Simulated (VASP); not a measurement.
# Hf12C13 in VASP: further runs

The runs below take Hf12C13 through single point, with PBE.

Program: VASP 6.6.1. These are calculated values, not measurements. Logs are shortened: lines on timing, memory, paths and dates and some standing lists are left out, and cuts for length are marked.

### 1 The cell of the first run

The cell holds a slab with vacuum, 25 atoms: a = 6.578 Å, b = 6.578 Å, c = 20.084 Å, α = 90.00°, β = 90.00°, γ = 90.00°.

### 2 Single point, PBE

INCAR reads:

```
SYSTEM = Hf12C13
PREC = Accurate
ENCUT = 520
EDIFF = 1E-6
ISMEAR = 0
SIGMA = 0.1
LREAL = Auto
LASPH = .TRUE.
NELM = 80
ALGO = Normal
ISIF = 2
LWAVE = .FALSE.
LCHARG = .FALSE.
LDIPOL = .TRUE.
IDIPOL = 3
DIPOL = 0.5 0.5 0.320
GGA = PE
NBANDS = 104
```

KPOINTS reads:

```
Automatic mesh
0
G
  4 4 1
  0 0 0
```

POSCAR reads:

```
Hf12C13
1.0
    6.5782051141      0.0000000000      0.0000000000
    0.0000000000      6.5782051141      0.0000000000
    0.0000000000      0.0000000000     20.0841322555
Hf C
12 13
Direct
    0.0000000000      0.0000000000      0.1991622017
    0.0000000000      0.5000000000      0.1991622017
    0.5000000000      0.0000000000      0.1991622017
    0.5000000000      0.5000000000      0.1991622017
    0.2500000000      0.2500000000      0.3119533852
    0.2500000000      0.7500000000      0.3119533852
    0.7500000000      0.2500000000      0.3119533852
    0.7500000000      0.7500000000      0.3119533852
    0.0000000000      0.0000000000      0.4231522705
    0.0000000000      0.5000000000      0.4231522705
    0.5000000000      0.0000000000      0.4231522705
    0.5000000000      0.5000000000      0.4231522705
    0.2500000000      0.2500000000      0.1991622017
    0.2500000000      0.7500000000      0.1991622017
    0.7500000000      0.2500000000      0.1991622017
    0.7500000000      0.7500000000      0.1991622017
    0.0000000000      0.0000000000      0.3115316059
    0.0000000000      0.5000000000      0.3115316059
    0.5000000000      0.0000000000      0.3115316059
    0.5000000000      0.5000000000      0.3115316059
    0.2500000000      0.2500000000      0.4274086700
    0.2500000000      0.7500000000      0.4274086700
    0.7500000000      0.2500000000      0.4274086700
    0.7500000000      0.7500000000      0.4274086700
    0.3750000000      0.5000000000      0.5192400118
```

Potentials or basis: VASP PAW PBE potentials, release 64 (Hf_pv, C).

Run with:

```console
$ cat potpaw_PBE.64/Hf_pv/POTCAR potpaw_PBE.64/C/POTCAR > POTCAR
$ mpirun -np 1 vasp_std > vasp.out
```

OUTCAR:

```text
SYSTEM = Hf12C13
   PREC = Accurate
   ENCUT = 520
   EDIFF = 1E-6
   ISMEAR = 0
   LREAL = Auto
   LASPH = .TRUE.
   NELM = 80
   ISIF = 2
   GGA = PE

 ion  position               nearest neighbor table
   1  0.000  0.000  0.199-  17 2.26  14 2.33  15 2.33  16 2.33  13 2.33   6 3.25   7 3.25   8 3.25
                             5 3.25   3 3.29   2 3.29   2 3.29   3 3.29
   2  0.000  0.500  0.199-  18 2.26  14 2.33  15 2.33  16 2.33  13 2.33   6 3.25   7 3.25   8 3.25
                             5 3.25   4 3.29   1 3.29   1 3.29   4 3.29
   3  0.500  0.000  0.199-  19 2.26  14 2.33  15 2.33  16 2.33  13 2.33   6 3.25   7 3.25   8 3.25
                             5 3.25   4 3.29   1 3.29   4 3.29   1 3.29
   4  0.500  0.500  0.199-  20 2.26  14 2.33  15 2.33  16 2.33  13 2.33   6 3.25   7 3.25   8 3.25
                             5 3.25   3 3.29   2 3.29   3 3.29   2 3.29
   5  0.250  0.250  0.312-  13 2.27  21 2.32  18 2.33  19 2.33  20 2.33  17 2.33  11 3.22  12 3.22
                             9 3.22  10 3.22   3 3.25   4 3.25   1 3.25   2 3.25   6 3.29   7 3.29
   6  0.250  0.750  0.312-  14 2.27  22 2.32  18 2.33  19 2.33  20 2.33  17 2.33  11 3.22  12 3.22
                             9 3.22  10 3.22   3 3.25   4 3.25   1 3.25   2 3.25   5 3.29   8 3.29
   7  0.750  0.250  0.312-  15 2.27  23 2.32  18 2.33  19 2.33  20 2.33  17 2.33  11 3.22  12 3.22
                             9 3.22  10 3.22   3 3.25   4 3.25   1 3.25   2 3.25   5 3.29   8 3.29
   8  0.750  0.750  0.312-  16 2.27  24 2.32  18 2.33  19 2.33  20 2.33  17 2.33  11 3.22  12 3.22
                             9 3.22  10 3.22   3 3.25   4 3.25   1 3.25   2 3.25   6 3.29   7 3.29
   9  0.000  0.000  0.423-  17 2.24  21 2.33  22 2.33  23 2.33  24 2.33   6 3.22   7 3.22   8 3.22
                             5 3.22  11 3.29  10 3.29  10 3.29  11 3.29
  10  0.000  0.500  0.423-  18 2.24  21 2.33  22 2.33  23 2.33  24 2.33   6 3.22   7 3.22   8 3.22
                             5 3.22  12 3.29   9 3.29   9 3.29  12 3.29
  11  0.500  0.000  0.423-  19 2.24  21 2.33  22 2.33  23 2.33  24 2.33   6 3.22   7 3.22   8 3.22
                             5 3.22  12 3.29   9 3.29  12 3.29   9 3.29
  12  0.500  0.500  0.423-  25 2.10  20 2.24  22 2.33  23 2.33  24 2.33  21 2.33   7 3.22   8 3.22
                             5 3.22   6 3.22  10 3.29  11 3.29  11 3.29  10 3.29
  13  0.250  0.250  0.199-   5 2.27   2 2.33   3 2.33   4 2.33   1 2.33
  14  0.250  0.750  0.199-   6 2.27   2 2.33   3 2.33   4 2.33   1 2.33
  15  0.750  0.250  0.199-   7 2.27   2 2.33   3 2.33   4 2.33   1 2.33
  16  0.750  0.750  0.199-   8 2.27   2 2.33   3 2.33   4 2.33   1 2.33
  17  0.000  0.000  0.312-   9 2.24   1 2.26   6 2.33   7 2.33   8 2.33   5 2.33
  18  0.000  0.500  0.312-  10 2.24   2 2.26   6 2.33   7 2.33   8 2.33   5 2.33
  19  0.500  0.000  0.312-  11 2.24   3 2.26   6 2.33   7 2.33   8 2.33   5 2.33
  20  0.500  0.500  0.312-  12 2.24   4 2.26   6 2.33   7 2.33   8 2.33   5 2.33
  21  0.250  0.250  0.427-   5 2.32   9 2.33  10 2.33  11 2.33  12 2.33
  22  0.250  0.750  0.427-   6 2.32   9 2.33  10 2.33  11 2.33  12 2.33
  23  0.750  0.250  0.427-   7 2.32   9 2.33  10 2.33  11 2.33  12 2.33
  24  0.750  0.750  0.427-   8 2.32   9 2.33  10 2.33  11 2.33  12 2.33
  25  0.375  0.500  0.519-  12 2.10

  LATTYP: Found a simple tetragonal cell.
 ALAT       =     6.5782051141
 C/A-ratio  =     3.0531325654

  Lattice vectors:

 A1 = (   6.5782051141,   0.0000000000,   0.0000000000)
 A2 = (   0.0000000000,   6.5782051141,   0.0000000000)
 A3 = (   0.0000000000,   0.0000000000,  20.0841322555)

Analysis of symmetry for initial positions (statically):
=====================================================================
 Subroutine PRICEL returns:
 Original cell was already a primitive cell.

 Routine SETGRP: Setting up the symmetry group for a
 simple tetragonal supercell.

 Subroutine GETGRP returns: Found  2 space group operations
 (whereof  2 operations were pure point group operations)
 out of a pool of 16 trial point group operations.

The static configuration has the point symmetry C_1h.

Analysis of symmetry for dynamics (positions and initial velocities):
=====================================================================
 Subroutine PRICEL returns:
 Original cell was already a primitive cell.

 Routine SETGRP: Setting up the symmetry group for a
 simple tetragonal supercell.

 Subroutine GETGRP returns: Found  2 space group operations
 (whereof  2 operations were pure point group operations)
 out of a pool of 16 trial point group operations.

The dynamic configuration has the point symmetry C_1h.

 Subroutine INISYM returns: Found  2 space group operations
 (whereof  2 operations are pure point group operations),
 and found     1 'primitive' translations

[... 92 lines left out ...]

 Found      9 irreducible k-points:

 Following reciprocal coordinates:
            Coordinates               Weight
  0.000000  0.000000  0.000000      1.000000
  0.250000  0.000000  0.000000      2.000000
  0.000000  0.250000  0.000000      2.000000
  0.500000  0.000000  0.000000      1.000000
  0.000000  0.500000  0.000000      1.000000
  0.250000  0.250000  0.000000      4.000000
  0.500000  0.250000  0.000000      2.000000
 -0.250000  0.500000  0.000000      2.000000
  0.500000  0.500000  0.000000      1.000000
   k-points           NKPTS =      9   k-points in BZ     NKDIM =      9   number of bands    NBANDS=    104
   number of dos      NEDOS =    301   number of ions     NIONS =     25
   total plane-waves  NPLWV = 375000
   dimension x,y,z NGX =    50 NGY =   50 NGZ =  150
   dimension x,y,z NGXF=   100 NGYF=  100 NGZF=  300
   ions per type =              12  13
   NGX,Y,Z   is equivalent  to a cutoff of  12.64, 12.64, 12.42 a.u.
   NGXF,Y,Z  is equivalent  to a cutoff of  25.27, 25.27, 24.83 a.u.
 SYSTEM =  Hf12C13
   PREC   = accura    normal or accurate (medium, high low for compatibility)
   ISTART =      0    job   : 0-new  1-cont  2-samecut
   ICHARG =      2    charge: 1-file 2-atom 10-const
   ISPIN  =      1    spin polarized calculation?
   LNONCOLLINEAR =      F non collinear calculations
   LSORBIT =      F    spin-orbit coupling
   LASPH  =      T    aspherical Exc in radial PAW
   ENCUT  =  520.0 eV  38.22 Ry    6.18 a.u.  12.23 12.23 37.34*2*pi/ulx,y,z
   NELM   =     80;   NELMIN=  2; NELMDL= -5     # of ELM steps
   EDIFF  = 0.1E-05   stopping-criterion for ELM
   LREAL  =      T    real-space projection
   EDIFFG = 0.1E-04   stopping-criterion for IOM
   NSW    =      0    number of steps for IOM
   IBRION =     -1    ionic relax: 0-MD 1-quasi-New 2-CG
   NFREE  =      0    steps in history (QN), initial steepest desc. (CG)
   ISIF   =      2    stress and relaxation
   ISYM   =      2    0-nonsym 1-usesym 2-fastsym
   POTIM  = 0.5000    time-step for ionic-motion
   TEBEG  =    0.0;   TEEND  =   0.0 temperature during run
   PSTRESS=    0.0 pullay stress
   NELECT =     172.0000    total number of electrons
   NUPDOWN=      -1.0000    fix difference up-down
   EMIN   =  10.00;   EMAX   =-10.00  energy-range for DOS
   EFERMI =   0.00;   METHOD = LEGACY
   ISMEAR =     0;   SIGMA  =   0.10  broadening in eV -4-tet -1-fermi 0-gaus
   EFERMI_NEDOS =   21; number of points for ismear=-14 and -15
   IALGO  =     38    algorithm
   IMIX   =      4    mixing-type and parameters
     AMIX     =   0.40;   BMIX     =  1.00
     AMIX_MAG =   1.60;   BMIX_MAG =  1.00
  volume/ion in A,a.u.               =      34.76       234.60
  Fermi-wavevector in a.u.,A,eV,Ry     =   0.954029  1.802854 12.383639  0.910172
  Thomas-Fermi vector in A             =   2.082738
   LORBIT       =      0    0 simple, 1 ext, 2 COOP (PROOUT), +10 PAW based schemes
   GGA     = PE    functional components
   LHFCALC =     F    Hartree Fock is set to
   AEXX    =    0.0000 exact exchange contribution
   IVDW    =     0    specifies the selected vdW correction
   LEPSILON=     F    determine dielectric tensor
   LRPA    =     F    only Hartree local field effects (RPA)
 non-spin polarized calculation
 Gauss-broadening in eV      SIGMA  =   0.10
  energy-cutoff  :      520.00
  volume of cell :      869.10
 maximum number of plane-waves:     23491
 NGX is ok and might be reduce to    50
   NGX = 25   NGY = 25   NGZ = 75

 dipolmoment           0.000000      0.000000     -0.130198 electrons x Angstroem

 number of electron     171.9999971 magnetization

 dipolmoment           0.000000      0.000000      0.383701 electrons x Angstroem

 Free energy of the ion-electron system (eV)
  ---------------------------------------------------
  ext. energy  EPLUGINS =         0.00000000
  ---------------------------------------------------
  free energy    TOTEN  =      -246.12416843 eV

  energy without entropy =     -246.06694663  energy(sigma->0) =     -246.09555753

 E-fermi :  -0.7114     XC(G=0):  -5.2997

 val. band max:       -0.7113994299   @ k =   0.2500   0.2500   0.0000
 cond. band min:      -0.6248736395   @ k =   0.0000   0.0000   0.0000
 fundamental gap:      0.0865257904
 Fermi energy:        -0.7113921693

 k-point     1 :       0.0000    0.0000    0.0000
  band No.  band energies     occupation
      1     -31.1290      2.00000
      2     -31.0902      2.00000
      3     -31.0746      2.00000
      4     -31.0043      2.00000
      5     -30.9744      2.00000
      6     -30.9729      2.00000
[... 898 lines left out ...]
     97       2.5382      0.00000
     98       2.5622      0.00000
 [bands above 98 left out]

------------------------ aborting loop because EDIFF is reached ----------------------------------------

 vacuum level on the upper side and lower side of the slab       (xc-potential included)         0.632        -0.863

  FORCE on cell =-STRESS in cart. coord.  units (eV):
  Direction    XX          YY          ZZ          XY          YZ          ZX
  --------------------------------------------------------------------------------------
  -------------------------------------------------------------------------------------
  Total      -14.8337755    -16.8010181      1.5018200      0.0000000      0.0000000     -3.8101380
  in kB      -27.3460366    -30.9726445      2.7686023      0.0000000      0.0000000     -7.0239821
  external PRESSURE =     -18.5166929 kB  Pullay stress =       0.0000000 kB

 VOLUME and BASIS-vectors are now :
 -----------------------------------------------------------------------------
  energy-cutoff  :      520.00
  volume of cell :      869.10
      direct lattice vectors                 reciprocal lattice vectors
     6.578205114  0.000000000  0.000000000     0.152017151  0.000000000  0.000000000
     0.000000000  6.578205114  0.000000000     0.000000000  0.152017151  0.000000000
     0.000000000  0.000000000 20.084132255     0.000000000  0.000000000  0.049790550

 POSITION                                       TOTAL-FORCE (eV/Angst)
 -----------------------------------------------------------------------------------
      0.00000      0.00000      4.00000        -0.007791      0.000000      0.830609
      0.00000      3.28910      4.00000        -0.006537      0.000000      0.797173
      3.28910      0.00000      4.00000        -0.055671      0.000000      0.821596
      3.28910      3.28910      4.00000        -0.125324      0.000000      0.824612
      1.64455      1.64455      6.26531         0.149274      0.232803     -0.041383
      1.64455      4.93365      6.26531         0.149274     -0.232803     -0.041383
[... 17 lines left out ...]
      4.93365      4.93365      8.58413         0.296683      0.244000     -0.313799
      2.46683      3.28910     10.42849        -2.002908      0.000000      0.052757
 -----------------------------------------------------------------------------------
    total drift:                               -0.003804      0.000000     -0.023394

  FREE ENERGIE OF THE ION-ELECTRON SYSTEM (eV)
  ---------------------------------------------------
  free  energy   TOTEN  =      -246.1241684300 eV

  energy  without entropy=     -246.0669466297  energy(sigma->0) =     -246.09555753

 vacuum level on the upper side and lower side of the slab         4.487         2.968
```

It took 35 min on 1 thread of Intel Xeon Platinum 8488C (Sapphire Rapids), shared host; peak memory 1 GiB.

Results:

```yaml
Free_energy: -246.1242 eV
Largest_force: 2.004 eV/Å
Band_gap_on_the_k_mesh: zero (bands 86 and 87 overlap by 0.10 eV)
```

Forces in eV/Å, atoms in the order of the input:
```
Hf  -0.008  0.000  0.831
Hf  -0.007  0.000  0.797
Hf  -0.056  0.000  0.822
Hf  -0.125  0.000  0.825
Hf   0.149  0.233 -0.041
Hf   0.149 -0.233 -0.041
Hf  -0.050  0.029  0.071
Hf  -0.050 -0.029  0.071
Hf  -0.374  0.000  0.133
Hf   0.014  0.000  0.743
Hf   0.453  0.000  0.332
Hf   1.590  0.000 -0.556
C    0.040 -0.026 -0.809
C    0.040  0.026 -0.809
C    0.061  0.000 -0.757
C    0.061  0.000 -0.757
C    0.043  0.000  0.034
C   -0.031  0.000 -0.019
C   -0.041  0.000  0.060
C   -0.186  0.000 -1.097
C   -0.131 -0.128  0.372
C   -0.131  0.128  0.372
C    0.297 -0.244 -0.314
C    0.297  0.244 -0.314
C   -2.003  0.000  0.053
```

Levels at points of the mesh, in eV from the Fermi level:
```tsv
k point	band 84	band 85	band 86	band 87	band 88	band 89
(0.00, 0.00, 0.00)	-0.14	-0.04	0.09	0.09	0.29	0.82
(0.50, 0.00, 0.00)	-1.24	-1.10	-0.13	0.17	0.84	1.06
(0.00, 0.50, 0.00)	-1.19	-1.16	-0.15	0.42	0.89	1.08
(0.50, 0.50, 0.00)	-0.88	-0.85	-0.03	0.30	0.41	0.76
```

Caveat: spin-orbit coupling is left out, which moves the levels of the heavy elements.

### 3 Single point, PBE

Edit INCAR of step 2 so:

```diff
@@ -15,3 +15,3 @@
 IDIPOL = 3
-DIPOL = 0.5 0.5 0.320
+DIPOL = 0.5 0.5 0.319
 GGA = PE
```

KPOINTS is that of step 2.

Edit POSCAR of step 2 so:

```diff
@@ -32,2 +32,2 @@
     0.7500000000      0.7500000000      0.4274086700
-    0.3750000000      0.5000000000      0.5192400118
+    0.2500000000      0.4375000000      0.4848742715
```

Potentials or basis: VASP PAW PBE potentials, release 64 (Hf_pv, C).

Run with:

```console
$ cat potpaw_PBE.64/Hf_pv/POTCAR potpaw_PBE.64/C/POTCAR > POTCAR
$ mpirun -np 1 vasp_std > vasp.out
```

Run time: 27 min. Hardware: 1 thread of Intel Xeon Platinum 8488C (Sapphire Rapids), shared host; peak memory 1 GiB.

The run converged. Its results:

* Free energy: -248.9025 eV
* Largest force: 2.655 eV/Å
* Band gap on the k mesh: zero (bands 86 and 87 overlap by 0.07 eV)

Forces on the atoms (eV/Å):
```
Hf   0.058  0.075  0.740
Hf   0.047 -0.088  0.721
Hf  -0.058  0.075  0.740
Hf  -0.047 -0.088  0.721
Hf   0.000  0.346 -0.066
Hf   0.000 -0.168 -0.219
Hf   0.000  0.052 -0.069
Hf   0.000 -0.025 -0.002
Hf  -0.773 -0.279  0.178
Hf  -2.533  0.487  0.135
Hf   0.773 -0.279  0.178
Hf   2.533  0.487  0.135
C    0.000 -0.085 -0.876
C    0.000  0.041 -0.641
C    0.000  0.022 -0.605
C    0.000  0.018 -0.638
C    0.054 -0.035  0.076
C    0.135 -0.109 -0.548
C   -0.054 -0.035  0.076
C   -0.135 -0.109 -0.548
C    0.000  1.547  1.397
C    0.000  0.656 -0.315
C    0.000 -0.345 -0.400
C    0.000  0.492 -0.179
C    0.000 -2.655  0.007
```

Levels at points of the mesh, in eV from the Fermi level:
```
           k point  band 84  band 85  band 86  band 87  band 88  band 89
(0.00, 0.00, 0.00)    -0.20    -0.02     0.02     0.11     0.12     0.73
(0.50, 0.00, 0.00)    -1.17    -0.94    -0.49     0.20     0.79     1.15
(0.00, 0.50, 0.00)    -1.22    -0.79    -0.54     0.77     1.01     1.06
(0.50, 0.50, 0.00)    -0.90    -0.59    -0.46     0.35     0.60     0.75
```

Caveat: spin-orbit coupling is left out, which moves the levels of the heavy elements.

### 4 Single point, PBE

INCAR reads:

```
  PREC = Accurate
  ENCUT = 520
  EDIFF = 1E-6
  ISMEAR = 0
  SIGMA = 0.1
  LREAL = Auto
  LASPH = T
  NELM = 60
  ALGO = Normal
  ISIF = 2
  LWAVE = F
  LCHARG = F
  LDIPOL = T
  IDIPOL = 3
  DIPOL = 0.5 0.5 0.319
  GGA = PE
  NBANDS = 104
```

KPOINTS reads:

```
regular mesh
0
Gamma
  4 4 1
```

Edit POSCAR of step 3 so:

```diff
@@ -32,2 +32,2 @@
     0.7500000000      0.7500000000      0.4274086700
-    0.2500000000      0.4375000000      0.4848742715
+    0.2500000000      0.3750000000      0.4832129134
```

Run with:

```console
$ cat potpaw_PBE.64/Hf_pv/POTCAR potpaw_PBE.64/C/POTCAR > POTCAR
$ mpirun -np 1 vasp_std > vasp.out
```

Wall time 43 min (1 thread of Oxide Virtual Turin-like, shared host); peak memory 0.99 GiB.

Results (log left out):

```
Free energy            : -250.0425 eV
Largest force          : 2.169 eV/Å
Band gap on the k mesh : 0.06 eV
```

Forces in eV/Å, atoms in the order of the input:
```
Hf   0.024  0.151  0.862
Hf   0.047 -0.142  0.846
Hf  -0.024  0.151  0.862
Hf  -0.047 -0.142  0.846
Hf   0.000  0.128 -0.188
Hf   0.000 -0.056 -0.087
Hf   0.000  0.018 -0.120
Hf   0.000 -0.081 -0.019
Hf  -1.140 -0.752  0.050
Hf  -1.803  1.151  0.355
Hf   1.140 -0.752  0.050
Hf   1.803  1.151  0.355
C    0.000 -0.078 -1.018
C    0.000  0.015 -0.681
C    0.000  0.026 -0.667
C    0.000  0.035 -0.739
C    0.042 -0.038  0.177
C    0.098 -0.123 -0.221
C   -0.042 -0.038  0.177
C   -0.098 -0.123 -0.221
C    0.000  0.083  0.317
C    0.000  1.019 -0.536
C    0.000 -0.207 -0.288
C    0.000  0.440 -0.152
C    0.000 -1.834  0.043
```

Levels at points of the mesh, in eV from the valence-band top:
```csv
k point,band 82,band 83,band 84,band 85,band 86,band 87,band 88,band 89,band 90,band 91
"(0.00, 0.00, 0.00)",-0.36,-0.34,-0.21,0.00,0.00,0.06,0.39,0.71,0.84,1.12
"(0.50, 0.00, 0.00)",-1.35,-1.31,-1.22,-1.19,-0.02,0.15,0.76,0.96,1.74,1.79
"(0.00, 0.50, 0.00)",-1.41,-1.32,-1.20,-1.13,-0.30,0.74,0.91,1.30,1.37,1.68
"(0.50, 0.50, 0.00)",-1.31,-1.08,-0.90,-0.89,-0.16,0.30,0.64,0.75,1.34,1.72
```

Caveat: spin-orbit coupling is left out, which moves the levels of the heavy elements.

### 5 The runs side by side

| cell | gap on the mesh (eV) | largest force (eV/Å) |
| --- | --- | --- |
| as given, atomic positions A | none | 2.00 |
| as given, atomic positions B | none | 2.65 |
| as given, atomic positions C | 0.06 | 2.17 |

Alike in all rows: task single point; level PBE; potentials or basis VASP PAW PBE potentials, release 64 (Hf_pv, C); no spin polarisation; k mesh 4 × 4 × 1; cutoff (eV) 520; smearing gaussian 0.1 eV.

Caveats: spin-orbit coupling is left out, which moves the levels of the heavy elements.

Absolute energies hang on the potentials; compare differences alone.

The gap in the log of VASP goes by the Fermi energy; the results here count the filled bands.